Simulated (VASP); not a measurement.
# PrPb5 (F-43m) in VASP: further runs, part 2 of 2

VASP 6.6.1.

### 5 Relaxation of cell and atoms, PBE

This run uses another cell than the first one, of 30.44 Å³/atom.

Input file INCAR:

```
ALGO = Normal
EDIFF = 1E-7
EDIFFG = -0.08
ENCUT = 500
GGA = PE
GGA_COMPAT = F
IBRION = 2
ISIF = 3
ISMEAR = 0
LASPH = T
LCHARG = F
LMAXMIX = 6
LREAL = F
LWAVE = F
NELM = 200
NELMIN = 4
NSW = 36
PREC = Accurate
SIGMA = 0.2
```

Input file KPOINTS:

```
k-points
0
Gamma
  3 3 3
```

Input file POSCAR:

```
PrPb5
1.0
    0.0000000000      4.5034520600      4.5034520600
    4.5034520600      0.0000000000      4.5034520600
    4.5034520600      4.5034520600      0.0000000000
Pr Pb
1 5
Direct
    0.5000000000      0.5000000000      0.5000000000
    0.8728024000      0.8728024000      0.8728024000
    0.8728024000      0.8728024000      0.3815928100
    0.8728024000      0.3815928100      0.8728024000
    0.3815928100      0.8728024000      0.8728024000
    0.2500000000      0.2500000000      0.2500000000
```

Potentials or basis: VASP PAW PBE potentials, release 64 (Pr_3, Pb_d), 4f in core.

The run is started by

```sh
> cat potpaw_PBE.64/Pr_3/POTCAR potpaw_PBE.64/Pb_d/POTCAR > POTCAR
> mpirun -np 1 vasp_std > vasp.out
```

OUTCAR:

```text
EDIFF = 1E-7
   EDIFFG = -0.08
   ENCUT = 500
   GGA = PE
   IBRION = 2
   ISIF = 3
   ISMEAR = 0
   LASPH = T
   LREAL = F
   NELM = 200
   NELMIN = 4
   NSW = 36
   PREC = Accurate

 ion  position               nearest neighbor table
   1  0.500  0.500  0.500-   4 3.73   5 3.73   3 3.73   5 3.73   3 3.73   4 3.73   2 3.73   2 3.73
                             2 3.73   3 3.73   4 3.73   5 3.73   6 3.90   6 3.90   6 3.90   6 3.90
   2  0.873  0.873  0.873-   3 3.13   4 3.13   5 3.13   5 3.24   4 3.24   3 3.24   1 3.73   1 3.73
                             1 3.73   6 3.74   6 3.74   6 3.74
   3  0.873  0.873  0.382-   2 3.13   4 3.13   5 3.13   4 3.24   5 3.24   2 3.24   1 3.73   1 3.73
                             1 3.73   6 3.74   6 3.74   6 3.74
   4  0.873  0.382  0.873-   2 3.13   3 3.13   5 3.13   5 3.24   3 3.24   2 3.24   1 3.73   1 3.73
                             1 3.73   6 3.74   6 3.74   6 3.74
   5  0.382  0.873  0.873-   2 3.13   3 3.13   4 3.13   4 3.24   3 3.24   2 3.24   1 3.73   1 3.73
                             1 3.73   6 3.74   6 3.74   6 3.74
   6  0.250  0.250  0.250-   3 3.74   4 3.74   5 3.74   2 3.74   2 3.74   2 3.74   4 3.74   4 3.74
                             5 3.74   3 3.74   3 3.74   5 3.74   1 3.90   1 3.90   1 3.90   1 3.90

  LATTYP: Found a face centered cubic cell.
 ALAT       =     9.0069041200

  Lattice vectors:

 A1 = (   0.0000000000,   4.5034520600,   4.5034520600)
 A2 = (   4.5034520600,   0.0000000000,   4.5034520600)
 A3 = (   4.5034520600,   4.5034520600,   0.0000000000)

Analysis of symmetry for initial positions (statically):
=====================================================================
 Subroutine PRICEL returns:
 Original cell was already a primitive cell.

 Routine SETGRP: Setting up the symmetry group for a
 face centered cubic supercell.

 Subroutine GETGRP returns: Found 24 space group operations
 (whereof 24 operations were pure point group operations)
 out of a pool of 48 trial point group operations.

The static configuration has the point symmetry T_d .

Analysis of symmetry for dynamics (positions and initial velocities):
=====================================================================
 Subroutine PRICEL returns:
 Original cell was already a primitive cell.

 Routine SETGRP: Setting up the symmetry group for a
 face centered cubic supercell.

 Subroutine GETGRP returns: Found 24 space group operations
 (whereof 24 operations were pure point group operations)
 out of a pool of 48 trial point group operations.

The dynamic configuration has the point symmetry T_d .

 Subroutine INISYM returns: Found 24 space group operations
 (whereof 24 operations are pure point group operations),
 and found     1 'primitive' translations

----------------------------------------------------------------------------------------

                                     Primitive cell

  volume of cell :     182.6697

  direct lattice vectors                    reciprocal lattice vectors
     0.000000000  4.503452060  4.503452060    -0.111025940  0.111025940  0.111025940
     4.503452060  0.000000000  4.503452060     0.111025940 -0.111025940  0.111025940
     4.503452060  4.503452060  0.000000000     0.111025940  0.111025940 -0.111025940

  length of vectors
     6.368842981  6.368842981  6.368842981     0.192302570  0.192302570  0.192302570

  position of ions in fractional coordinates (direct lattice)
     0.500000000  0.500000000  0.500000000
     0.872802400  0.872802400  0.872802400
     0.872802400  0.872802400  0.381592810
     0.872802400  0.381592810  0.872802400
     0.381592810  0.872802400  0.872802400
     0.250000000  0.250000000  0.250000000

  ion indices of the primitive-cell ions
   primitive index   ion index
                 1           1
                 2           2
                 3           3
                 4           4
                 5           5
                 6           6

----------------------------------------------------------------------------------------

 KPOINTS: k-points

Automatic generation of k-mesh.
 Grid dimensions read from file:
 generate k-points for:    3    3    3

 Generating k-lattice:

  Cartesian coordinates                     Fractional coordinates (reciprocal lattice)
    -0.037008647  0.037008647  0.037008647     0.333333333  0.000000000  0.000000000
     0.037008647 -0.037008647  0.037008647     0.000000000  0.333333333  0.000000000
     0.037008647  0.037008647 -0.037008647     0.000000000  0.000000000  0.333333333

  Length of vectors
     0.064100857  0.064100857  0.064100857

  Shift w.r.t. Gamma in fractional coordinates (k-lattice)
     0.000000000  0.000000000  0.000000000

 Subroutine IBZKPT returns following result:
 ===========================================

 Found      4 irreducible k-points:

 Following reciprocal coordinates:
            Coordinates               Weight
  0.000000  0.000000  0.000000      1.000000
  0.333333  0.000000  0.000000      8.000000
  0.333333  0.333333  0.000000      6.000000
 -0.333333  0.333333  0.000000     12.000000
   k-points           NKPTS =      4   k-points in BZ     NKDIM =      4   number of bands    NBANDS=     48
   number of dos      NEDOS =    301   number of ions     NIONS =      6
   total plane-waves  NPLWV = 110592
   dimension x,y,z NGX =    48 NGY =   48 NGZ =   48
   dimension x,y,z NGXF=    96 NGYF=   96 NGZF=   96
   ions per type =               1   5
   NGX,Y,Z   is equivalent  to a cutoff of  12.53, 12.53, 12.53 a.u.
   NGXF,Y,Z  is equivalent  to a cutoff of  25.06, 25.06, 25.06 a.u.
 SYSTEM =  unknown system
   PREC   = accura    normal or accurate (medium, high low for compatibility)
   ISTART =      0    job   : 0-new  1-cont  2-samecut
   ICHARG =      2    charge: 1-file 2-atom 10-const
   ISPIN  =      1    spin polarized calculation?
   LNONCOLLINEAR =      F non collinear calculations
   LSORBIT =      F    spin-orbit coupling
   LASPH  =      T    aspherical Exc in radial PAW
   ENCUT  =  500.0 eV  36.75 Ry    6.06 a.u.  11.61 11.61 11.61*2*pi/ulx,y,z
   NELM   =    200;   NELMIN=  4; NELMDL= -5     # of ELM steps
   EDIFF  = 0.1E-06   stopping-criterion for ELM
   LREAL  =      F    real-space projection
   EDIFFG = -.8E-01   stopping-criterion for IOM
   NSW    =     36    number of steps for IOM
   IBRION =      2    ionic relax: 0-MD 1-quasi-New 2-CG
   NFREE  =      1    steps in history (QN), initial steepest desc. (CG)
   ISIF   =      3    stress and relaxation
   ISYM   =      2    0-nonsym 1-usesym 2-fastsym
   POTIM  = 0.5000    time-step for ionic-motion
   TEBEG  =    0.0;   TEEND  =   0.0 temperature during run
   PSTRESS=    0.0 pullay stress
   NELECT =      81.0000    total number of electrons
   NUPDOWN=      -1.0000    fix difference up-down
   EMIN   =  10.00;   EMAX   =-10.00  energy-range for DOS
   EFERMI =   0.00;   METHOD = LEGACY
   ISMEAR =     0;   SIGMA  =   0.20  broadening in eV -4-tet -1-fermi 0-gaus
   EFERMI_NEDOS =   21; number of points for ismear=-14 and -15
   IALGO  =     38    algorithm
   IMIX   =      4    mixing-type and parameters
     AMIX     =   0.40;   BMIX     =  1.00
     AMIX_MAG =   1.60;   BMIX_MAG =  1.00
  volume/ion in A,a.u.               =      30.44       205.45
  Fermi-wavevector in a.u.,A,eV,Ry     =   1.248382  2.359101 21.204116  1.558459
  Thomas-Fermi vector in A             =   2.382471
   LORBIT       =      0    0 simple, 1 ext, 2 COOP (PROOUT), +10 PAW based schemes
   GGA     = PE    functional components
   LHFCALC =     F    Hartree Fock is set to
   AEXX    =    0.0000 exact exchange contribution
   IVDW    =     0    specifies the selected vdW correction
   LEPSILON=     F    determine dielectric tensor
   LRPA    =     F    only Hartree local field effects (RPA)
 conjugate gradient relaxation of ions
 non-spin polarized calculation
 Gauss-broadening in eV      SIGMA  =   0.20
  energy-cutoff  :      500.00
  volume of cell :      182.67
 maximum number of plane-waves:      4669
 NGX is ok and might be reduce to    48
   NGX = 23   NGY = 23   NGZ = 23

--------------------------------------- Ionic step        1  -------------------------------------------

 number of electron      81.0000006 magnetization

 Free energy of the ion-electron system (eV)
  ---------------------------------------------------
  ext. energy  EPLUGINS =         0.00000000
  ---------------------------------------------------
  free energy    TOTEN  =       -23.33718516 eV

  energy without entropy =      -23.26494137  energy(sigma->0) =      -23.30106326

 E-fermi :   6.8760     XC(G=0): -10.1791

 val. band max:        6.8688590246   @ k =   0.3333   0.0000   0.0000
 cond. band min:       7.2842005314   @ k =   0.3333   0.0000   0.0000
 fundamental gap:      0.4153415068
 Fermi energy:         6.8759891220

 k-point     1 :       0.0000    0.0000    0.0000
  band No.  band energies     occupation
      1     -30.4213      2.00000
      2     -12.3434      2.00000
      3     -12.3434      2.00000
      4     -12.3434      2.00000
      5     -10.4973      2.00000
      6     -10.2858      2.00000
[... 310 lines left out ...]
  energy  without entropy=      -23.3935404090  energy(sigma->0) =      -23.43272574

--------------------------------------- Ionic step        4  -------------------------------------------

 number of electron      80.9999990 magnetization

 Free energy of the ion-electron system (eV)
  ---------------------------------------------------
  ext. energy  EPLUGINS =         0.00000000
  ---------------------------------------------------
  free energy    TOTEN  =       -23.47465904 eV

  energy without entropy =      -23.39602521  energy(sigma->0) =      -23.43534212

 E-fermi :   6.2629     XC(G=0):  -9.8865

 val. band max:        6.2093684419   @ k =   0.3333   0.0000   0.0000
 cond. band min:       6.6236442640   @ k =   0.3333   0.0000   0.0000
 fundamental gap:      0.4142758221
 Fermi energy:         6.2629416159

 k-point     1 :       0.0000    0.0000    0.0000
  band No.  band energies     occupation
      1     -31.2293      2.00000
      2     -13.1170      2.00000
      3     -13.1170      2.00000
      4     -13.1170      2.00000
      5     -10.9715      2.00000
      6     -10.8068      2.00000
[... 226 lines left out ...]
  FREE ENERGIE OF THE ION-ELECTRON SYSTEM (eV)
  ---------------------------------------------------
  free  energy   TOTEN  =       -23.4746590358 eV

  energy  without entropy=      -23.3960252136  energy(sigma->0) =      -23.43534212

 reached required accuracy - stopping structural energy minimisation
```

OSZICAR:

```text
N       E                     dE             d eps       ncg     rms          rms(c)
DAV:   1     0.104437855510E+04    0.10444E+04   -0.37609E+04   384   0.192E+03
DAV:   2     0.907573492182E+02   -0.95362E+03   -0.93368E+03   384   0.544E+02
DAV:   3    -0.167299627182E+02   -0.10749E+03   -0.10448E+03   472   0.230E+02
[... 45 lines left out ...]
DAV:   5    -0.234746346508E+02   -0.95020E-05   -0.93596E-06   576   0.145E-02    0.142E-02
DAV:   6    -0.234746512758E+02   -0.16625E-04   -0.85937E-06   504   0.108E-02    0.550E-03
DAV:   7    -0.234746593814E+02   -0.81056E-05   -0.47633E-06   544   0.960E-03    0.120E-03
DAV:   8    -0.234746589565E+02    0.42489E-06   -0.68952E-07   408   0.412E-03    0.794E-04
DAV:   9    -0.234746590358E+02   -0.79282E-07   -0.22098E-08   232   0.140E-03
   4 F= -.23474659E+02 E0= -.23435342E+02  d E =-.274797E-02
```

CONTCAR:

```text
PrPb5
   1.00000000000000
    -0.0000000000000000    4.5994669700704485    4.5994669700704485
     4.5994669700704485   -0.0000000000000000    4.5994669700704485
     4.5994669700704485    4.5994669700704485    0.0000000000000000
  Pr              Pb
     1     5
Direct
     0.5000000000000000    0.5000000000000000    0.5000000000000000
     0.8744297991650919    0.8744297991650919    0.8744297991650919
     0.8744297991650919    0.8744297991650919    0.3767106125047183
     0.8744297991650919    0.3767106125047183    0.8744297991650919
     0.3767106125047183    0.8744297991650919    0.8744297991650919
     0.2500000000000000    0.2500000000000000    0.2500000000000000

  0.00000000E+00  0.00000000E+00  0.00000000E+00
  0.00000000E+00  0.00000000E+00  0.00000000E+00
  0.00000000E+00  0.00000000E+00  0.00000000E+00
  0.00000000E+00  0.00000000E+00  0.00000000E+00
  0.00000000E+00  0.00000000E+00  0.00000000E+00
  0.00000000E+00  0.00000000E+00  0.00000000E+00
```

Run time: 86 s. Hardware: 1 thread of Intel Xeon 6975P-C (Granite Rapids), shared host; peak memory 0.34 GiB.

Results:

```
Free energy                           : -23.4747 eV
Relaxed volume                        : 32.43 Å³/atom
Relaxed cell                          : a = 6.505 Å, b = 6.505 Å, c = 6.505 Å, α = 60.00°, β = 60.00°, γ = 60.00°
Space group after relaxing (to 0.1 Å) : F-43m (No. 216)
Energy gained by relaxing             : 22.9 meV/atom
Ionic steps                           : 4
Pressure after relaxing               : 0.0 GPa
Largest force after relaxing          : 0.055 eV/Å
Band gap on the k mesh                : zero (an odd number of electrons rules out a gap without spin polarisation)
```

Forces on the atoms (eV/Å):
```
Pr   0.000  0.000  0.000
Pb   0.032  0.032  0.032
Pb  -0.032 -0.032  0.032
Pb  -0.032  0.032 -0.032
Pb   0.032 -0.032 -0.032
Pb   0.000  0.000  0.000
```

Step by step:
```tsv
step	energy change (eV)	largest force (eV/Å)	pressure (GPa)	volume (Å³)
1	0.0000	0.5127	3.18	182.67
2	-0.1232	0.0499	-0.96	199.12
3	-0.1347	0.1366	-0.12	195.11
4	-0.1375	0.0548	-0.03	194.60
```

Final structure:
```xyz
6
Lattice="0.0000 4.5995 4.5995 4.5995 0.0000 4.5995 4.5995 4.5995 0.0000" Properties=species:S:1:pos:R:3 pbc="T T T"
Pr    4.5995    4.5995    4.5995
Pb    8.0438    8.0438    8.0438
Pb    5.7546    5.7546    8.0438
Pb    5.7546    8.0438    5.7546
Pb    8.0438    5.7546    5.7546
Pb    2.2997    2.2997    2.2997
```

Caveat: the k points lie up to 0.39 Å⁻¹ apart in the final cell, too coarse for converged energies and pressures of a metal; spin-orbit coupling is left out, which moves the levels of the heavy elements; the 4f electrons are frozen in the core, so they carry no moment and show no levels; the relaxation stopped at a loose force limit of 0.08 eV/Å, so its end isn't a converged minimum. Spin polarisation is off, so any magnetic state and its effect on volume and gap are missing.

### 6 The runs side by side

```csv
task,cell,k mesh,smearing,gap on the mesh (eV),pressure (GPa),relaxed volume (Å³/atom),largest force (eV/Å)
single point,"a = 6.509 Å, angles 60.0°, 6 atoms, atomic positions A",4 × 4 × 4,gaussian 0.1 eV,none,0.3,-,-
relaxation of cell and atoms,"relaxed from a = 6.255 Å, angles 60.0°, 6 atoms, atomic positions B",3 × 3 × 3,gaussian 0.2 eV,none,-0.1,32.48,0.04
relaxation of cell and atoms,"relaxed from a = 6.286 Å, angles 60.0°, 6 atoms, atomic positions A",3 × 3 × 3,gaussian 0.2 eV,none,0.0,32.41,0.05
relaxation of cell and atoms,"relaxed from a = 6.369 Å, angles 60.0°, 6 atoms, atomic positions C",3 × 3 × 3,gaussian 0.2 eV,none,0.0,32.43,0.05
```

Alike in all rows: level PBE; potentials or basis VASP PAW PBE potentials, release 64 (Pr_3, Pb_d), 4f in core; no spin polarisation; cutoff (eV) 500.

Caveats: some runs use coarse meshes; spin-orbit coupling is left out, which moves the levels of the heavy elements; the 4f electrons are frozen in the core, so they carry no moment and show no levels; the relaxation stopped at a loose force limit of 0.08 eV/Å, so its end isn't a converged minimum (at least some runs).

Absolute energies hang on the potentials; compare differences alone.
